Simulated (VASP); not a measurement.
Write the native input for VASP 6.6.1 that does the following.

* Task: single point
* Functional: PBE
* Potentials or basis: VASP PAW PBE potentials, release 64 (Ti_sv, B)
* Cutoff: 500 eV
* k mesh: 7 × 7 × 7
* Occupations: gaussian, width 0.2 eV
* Spin: no spin polarisation
* Dipole correction: no
* Further INCAR settings: ALGO = Normal; EDIFF = 1e-06; NBANDS = 16

The structure of TiB2 lies in POSCAR:

```
TiB2
1.0
    0.0000000000      2.4117597306      2.4117597306
    2.4117597306      0.0000000000      2.4117597306
    2.4117597306      2.4117597306      0.0000000000
Ti B
1 2
Direct
    0.7500000000      0.7500000000      0.7500000000
    0.5000000000      0.5000000000      0.5000000000
    0.2500000000      0.2500000000      0.2500000000
```

The input as run:

INCAR

```
SYSTEM = TiB2
ALGO = Normal
EDIFF = 1E-6
ENCUT = 500
GGA = PE
GGA_COMPAT = .FALSE.
ISIF = 2
ISMEAR = 0
LASPH = .TRUE.
LCHARG = .TRUE.
LELF = .TRUE.
LREAL = .FALSE.
LVHAR = .TRUE.
LWAVE = .FALSE.
NBANDS = 16
NELM = 120
PREC = Accurate
SIGMA = 0.2
```

KPOINTS

```
k-points
0
G
  7 7 7
  0 0 0
```

Potentials or basis: VASP PAW PBE potentials, release 64 (Ti_sv, B).

Command:

```console
$ cat potpaw_PBE.64/Ti_sv/POTCAR potpaw_PBE.64/B/POTCAR > POTCAR
$ mpirun -np 1 vasp_std > vasp.out
```

It gave:

```yaml
Pressure: -0.1 GPa
Band_gap_on_the_k_mesh: zero (band 9 reaches 9.91 eV, above the bottom of band 10 at 8.91 eV)
```

Wall time 6.9 s on 1 thread of Intel(R) Xeon(R) 6975P-C (Granite Rapids) (shared host), peak memory 0.15 GiB.
